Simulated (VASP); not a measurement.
# Al (Fm-3m) in VASP: relaxation of cell and atoms with PBEsol

Aim: the relaxation of cell and atoms of Al with PBEsol.

Program: VASP 6.6.1. These are calculated values, not measurements. Logs are shortened: lines on timing, memory, paths and dates and some standing lists are left out, and cuts for length are marked.

## 1. The cell of the first run

Symmetry: Fm-3m, No. 225, cubic system. The conventional cell has a = 4.016 Å, b = 4.016 Å, c = 4.016 Å, α = 90.00°, β = 90.00°, γ = 90.00°. Al (site symmetry m-3m) has 12 Al at 2.84 Å within 3.7 Å.

## 2. Relaxation of cell and atoms, PBEsol

The input, INCAR:

```
  ALGO = Normal
  EDIFF = 1E-6
  EDIFFG = -0.001
  ENCUT = 600
  GGA = PS
  IBRION = 2
  ISIF = 3
  ISMEAR = -1
  LASPH = True
  LCHARG = False
  LREAL = False
  LWAVE = False
  NELM = 100
  NSW = 80
  PREC = Accurate
  SIGMA = 0.15
```

The input, KPOINTS:

```
k-points
0
Gamma
  20 20 20
```

The input, POSCAR:

```
Al
1.0
    0.0000000000      2.0077938077      2.0077938077
    2.0077938077      0.0000000000      2.0077938077
    2.0077938077      2.0077938077      0.0000000000
Al
1
Direct
    0.0000000000      0.0000000000      0.0000000000
```

Potentials or basis: VASP PAW PBE potentials, release 64 (Al).

Launch:

```sh
$ cat potpaw_PBE.64/Al/POTCAR > POTCAR
$ mpirun -np 1 vasp_std > vasp.out
```

OUTCAR:

```text
EDIFF = 1E-6
   EDIFFG = -0.001
   ENCUT = 600
   GGA = PS
   IBRION = 2
   ISIF = 3
   ISMEAR = -1
   LASPH = True
   LREAL = False
   NELM = 100
   NSW = 80
   PREC = Accurate

 ion  position               nearest neighbor table
   1  0.000  0.000  0.000-

  LATTYP: Found a face centered cubic cell.
 ALAT       =     4.0155876154

  Lattice vectors:

 A1 = (   0.0000000000,   2.0077938077,   2.0077938077)
 A2 = (   2.0077938077,   0.0000000000,   2.0077938077)
 A3 = (   2.0077938077,   2.0077938077,   0.0000000000)

Analysis of symmetry for initial positions (statically):
=====================================================================
 Subroutine PRICEL returns:
 Original cell was already a primitive cell.

 Routine SETGRP: Setting up the symmetry group for a
 face centered cubic supercell.

 Subroutine GETGRP returns: Found 48 space group operations
 (whereof 48 operations were pure point group operations)
 out of a pool of 48 trial point group operations.

The static configuration has the point symmetry O_h .

Analysis of symmetry for dynamics (positions and initial velocities):
=====================================================================
 Subroutine PRICEL returns:
 Original cell was already a primitive cell.

 Routine SETGRP: Setting up the symmetry group for a
 face centered cubic supercell.

 Subroutine GETGRP returns: Found 48 space group operations
 (whereof 48 operations were pure point group operations)
 out of a pool of 48 trial point group operations.

The dynamic configuration has the point symmetry O_h .

 Subroutine INISYM returns: Found 48 space group operations
 (whereof 48 operations are pure point group operations),
 and found     1 'primitive' translations

----------------------------------------------------------------------------------------

                                     Primitive cell

  volume of cell :      16.1878

  direct lattice vectors                    reciprocal lattice vectors
     0.000000000  2.007793808  2.007793808    -0.249029556  0.249029556  0.249029556
     2.007793808  0.000000000  2.007793808     0.249029556 -0.249029556  0.249029556
     2.007793808  2.007793808  0.000000000     0.249029556  0.249029556 -0.249029556

  length of vectors
     2.839449233  2.839449233  2.839449233     0.431331843  0.431331843  0.431331843

  position of ions in fractional coordinates (direct lattice)
     0.000000000  0.000000000  0.000000000

  ion indices of the primitive-cell ions
   primitive index   ion index
                 1           1

----------------------------------------------------------------------------------------

 KPOINTS: k-points

Automatic generation of k-mesh.
 Grid dimensions read from file:
 generate k-points for:   20   20   20

 Generating k-lattice:

  Cartesian coordinates                     Fractional coordinates (reciprocal lattice)
    -0.012451478  0.012451478  0.012451478     0.050000000  0.000000000  0.000000000
     0.012451478 -0.012451478  0.012451478     0.000000000  0.050000000  0.000000000
     0.012451478  0.012451478 -0.012451478     0.000000000  0.000000000  0.050000000

  Length of vectors
     0.021566592  0.021566592  0.021566592

  Shift w.r.t. Gamma in fractional coordinates (k-lattice)
     0.000000000  0.000000000  0.000000000

 Subroutine IBZKPT returns following result:
 ===========================================

 Found    256 irreducible k-points:

 Following reciprocal coordinates:
            Coordinates               Weight
  0.000000  0.000000  0.000000      1.000000
  0.050000  0.000000  0.000000      8.000000
  0.100000  0.000000  0.000000      8.000000
  0.150000  0.000000  0.000000      8.000000
  0.200000  0.000000  0.000000      8.000000
  0.250000  0.000000  0.000000      8.000000
[... 16 lines left out ...]
 -0.400000  0.050000  0.000000     24.000000
 -0.350000  0.050000  0.000000     24.000000
 [... further k-points ...]
   k-points           NKPTS =    256   k-points in BZ     NKDIM =    256   number of bands    NBANDS=      5
   number of dos      NEDOS =    301   number of ions     NIONS =      1
   total plane-waves  NPLWV =  13824
   dimension x,y,z NGX =    24 NGY =   24 NGZ =   24
   dimension x,y,z NGXF=    48 NGYF=   48 NGZF=   48
   ions per type =               1
   NGX,Y,Z   is equivalent  to a cutoff of  14.05, 14.05, 14.05 a.u.
   NGXF,Y,Z  is equivalent  to a cutoff of  28.10, 28.10, 28.10 a.u.
 SYSTEM =  unknown system
   PREC   = accura    normal or accurate (medium, high low for compatibility)
   ISTART =      0    job   : 0-new  1-cont  2-samecut
   ICHARG =      2    charge: 1-file 2-atom 10-const
   ISPIN  =      1    spin polarized calculation?
   LNONCOLLINEAR =      F non collinear calculations
   LSORBIT =      F    spin-orbit coupling
   LASPH  =      T    aspherical Exc in radial PAW
   ENCUT  =  600.0 eV  44.10 Ry    6.64 a.u.   5.67  5.67  5.67*2*pi/ulx,y,z
   NELM   =    100;   NELMIN=  2; NELMDL= -5     # of ELM steps
   EDIFF  = 0.1E-05   stopping-criterion for ELM
   LREAL  =      F    real-space projection
   EDIFFG = -.1E-02   stopping-criterion for IOM
   NSW    =     80    number of steps for IOM
   IBRION =      2    ionic relax: 0-MD 1-quasi-New 2-CG
   NFREE  =      1    steps in history (QN), initial steepest desc. (CG)
   ISIF   =      3    stress and relaxation
   ISYM   =      2    0-nonsym 1-usesym 2-fastsym
   POTIM  = 0.5000    time-step for ionic-motion
   TEBEG  =    0.0;   TEEND  =   0.0 temperature during run
   PSTRESS=    0.0 pullay stress
   NELECT =       3.0000    total number of electrons
   NUPDOWN=      -1.0000    fix difference up-down
   EMIN   =  10.00;   EMAX   =-10.00  energy-range for DOS
   EFERMI =   0.00;   METHOD = LEGACY
   ISMEAR =    -1;   SIGMA  =   0.15  broadening in eV -4-tet -1-fermi 0-gaus
   EFERMI_NEDOS =   21; number of points for ismear=-14 and -15
   IALGO  =     38    algorithm
   IMIX   =      4    mixing-type and parameters
     AMIX     =   0.40;   BMIX     =  1.00
     AMIX_MAG =   1.60;   BMIX_MAG =  1.00
  volume/ion in A,a.u.               =      16.19       109.24
  Fermi-wavevector in a.u.,A,eV,Ry     =   0.933368  1.763809 11.853061  0.871175
  Thomas-Fermi vector in A             =   2.060062
   LORBIT       =      0    0 simple, 1 ext, 2 COOP (PROOUT), +10 PAW based schemes
   GGA     = PS    functional components
   LHFCALC =     F    Hartree Fock is set to
   AEXX    =    0.0000 exact exchange contribution
   IVDW    =     0    specifies the selected vdW correction
   LEPSILON=     F    determine dielectric tensor
   LRPA    =     F    only Hartree local field effects (RPA)
 conjugate gradient relaxation of ions
 non-spin polarized calculation
  energy-cutoff  :      600.00
  volume of cell :       16.19
 maximum number of plane-waves:       560
   NGX = 11   NGY = 11   NGZ = 11

--------------------------------------- Ionic step        1  -------------------------------------------

 number of electron       3.0000000 magnetization

 Free energy of the ion-electron system (eV)
  ---------------------------------------------------
  ext. energy  EPLUGINS =         0.00000000
  ---------------------------------------------------
  free energy    TOTEN  =        -4.10694631 eV

  energy without entropy =       -4.07718344  energy(sigma->0) =       -4.09206488

------------------------ aborting loop because EDIFF is reached ----------------------------------------

  FORCE on cell =-STRESS in cart. coord.  units (eV):
  Direction    XX          YY          ZZ          XY          YZ          ZX
  --------------------------------------------------------------------------------------
  -------------------------------------------------------------------------------------
  Total        0.0112023      0.0112023      0.0112023      0.0000000      0.0000000     -0.0000000
  in kB        1.1087454      1.1087454      1.1087454      0.0000000      0.0000000     -0.0000000
  external PRESSURE =       1.1087454 kB  Pullay stress =       0.0000000 kB

 VOLUME and BASIS-vectors are now :
 -----------------------------------------------------------------------------
  energy-cutoff  :      600.00
  volume of cell :       16.19
      direct lattice vectors                 reciprocal lattice vectors
     0.000000000  2.007793808  2.007793808    -0.249029556  0.249029556  0.249029556
     2.007793808  0.000000000  2.007793808     0.249029556 -0.249029556  0.249029556
     2.007793808  2.007793808  0.000000000     0.249029556  0.249029556 -0.249029556
[... 36 lines left out ...]
 POSITION                                       TOTAL-FORCE (eV/Angst)
 -----------------------------------------------------------------------------------
      4.01776      2.00888      2.00888        -0.000000      0.000000     -0.000000
 -----------------------------------------------------------------------------------
    total drift:                               -0.000000     -0.000000     -0.000000

  FREE ENERGIE OF THE ION-ELECTRON SYSTEM (eV)
  ---------------------------------------------------
  free  energy   TOTEN  =        -4.1069535900 eV

  energy  without entropy=       -4.0771498308  energy(sigma->0) =       -4.09205171

--------------------------------------- Ionic step        3  -------------------------------------------

 number of electron       3.0000000 magnetization

 Free energy of the ion-electron system (eV)
  ---------------------------------------------------
  ext. energy  EPLUGINS =         0.00000000
  ---------------------------------------------------
  free energy    TOTEN  =        -4.10695319 eV

  energy without entropy =       -4.07715366  energy(sigma->0) =       -4.09205342

 E-fermi :   8.1517     XC(G=0): -10.3213

 val. band max:        8.1512608995   @ k =  -0.4000   0.3500   0.0000
 cond. band min:       8.1890625697   @ k =  -0.3500   0.3500   0.0000
 fundamental gap:      0.0378016702
 Fermi energy:         8.1517458997

 k-point     1 :       0.0000    0.0000    0.0000
  band No.  band energies     occupation
      1      -3.1178      2.00000
      2      20.8267      0.00000
      3      20.8267      0.00000
      4      20.8267      0.00000
      5      22.4525      0.00000

 k-point     2 :       0.0500    0.0000    0.0000
  band No.  band energies     occupation
      1      -3.0490      2.00000
      2      19.5365      0.00000
      3      20.5787      0.00000
      4      20.5787      0.00000
      5      22.8085      0.00000

 k-point     3 :       0.1000    0.0000    0.0000
  band No.  band energies     occupation
      1      -2.8430      2.00000
      2      17.5434      0.00000
      3      20.1307      0.00000
      4      20.1307      0.00000
      5      23.0753      0.00000
[... 153 lines left out ...]
 k-point    23 :      -0.4000    0.0500    0.0000
  band No.  band energies     occupation
      1       1.6360      2.00000
      2       6.0178      2.00000
      3      17.6937      0.00000
      4      19.5032      0.00000
      5      20.2917      0.00000

 k-point    24 :      -0.3500    0.0500    0.0000
  band No.  band energies     occupation
      1       0.5914      2.00000
      2       7.5820      1.95616
      3      17.5502      0.00000
      4      20.1245      0.00000
      5      20.1682      0.00000

 [... further k-points ...]

------------------------ aborting loop because EDIFF is reached ----------------------------------------

  FORCE on cell =-STRESS in cart. coord.  units (eV):
  Direction    XX          YY          ZZ          XY          YZ          ZX
  --------------------------------------------------------------------------------------
  -------------------------------------------------------------------------------------
  Total       -0.0009740     -0.0009740     -0.0009740     -0.0000000      0.0000000     -0.0000000
  in kB       -0.0962628     -0.0962628     -0.0962628     -0.0000000      0.0000000     -0.0000000
  external PRESSURE =      -0.0962628 kB  Pullay stress =       0.0000000 kB

 VOLUME and BASIS-vectors are now :
 -----------------------------------------------------------------------------
  energy-cutoff  :      600.00
  volume of cell :       16.21
      direct lattice vectors                 reciprocal lattice vectors
     0.000000000  2.008783282  2.008783282    -0.248906890  0.248906890  0.248906890
     2.008783282  0.000000000  2.008783282     0.248906890 -0.248906890  0.248906890
     2.008783282  2.008783282  0.000000000     0.248906890  0.248906890 -0.248906890

 POSITION                                       TOTAL-FORCE (eV/Angst)
 -----------------------------------------------------------------------------------
      0.00000      0.00000      0.00000        -0.000000      0.000000      0.000000
 -----------------------------------------------------------------------------------
    total drift:                               -0.000000      0.000000      0.000000

  FREE ENERGIE OF THE ION-ELECTRON SYSTEM (eV)
  ---------------------------------------------------
  free  energy   TOTEN  =        -4.1069531888 eV

  energy  without entropy=       -4.0771536607  energy(sigma->0) =       -4.09205342

 reached required accuracy - stopping structural energy minimisation
```

Run time: 20 s. Hardware: 1 thread of AMD EPYC 7R13 (Zen 3), shared host; peak memory 0.12 GiB.

Results:

| Quantity | Value |
| --- | --- |
| Free energy | -4.1070 eV |
| Relaxed volume | 16.21 Å³/atom |
| Relaxed cell | a = 2.841 Å, b = 2.841 Å, c = 2.841 Å, α = 60.00°, β = 60.00°, γ = 60.00° |
| Space group after relaxing (to 0.1 Å) | Fm-3m (No. 225) |
| Energy gained by relaxing | 0.0 meV/atom |
| Ionic steps | 3 |
| Pressure after relaxing | 0.0 GPa |
| Band gap on the k mesh | zero (an odd number of electrons rules out a gap without spin polarisation) |

Final structure:
```
Al
1.0
     0.00000    2.00878    2.00878
     2.00878    0.00000    2.00878
     2.00878    2.00878    0.00000
Al
1
Direct
  0.00000 0.00000 0.00000
```

Caveat: the PAW data sets were made with another functional, which shifts forces and pressure a little.
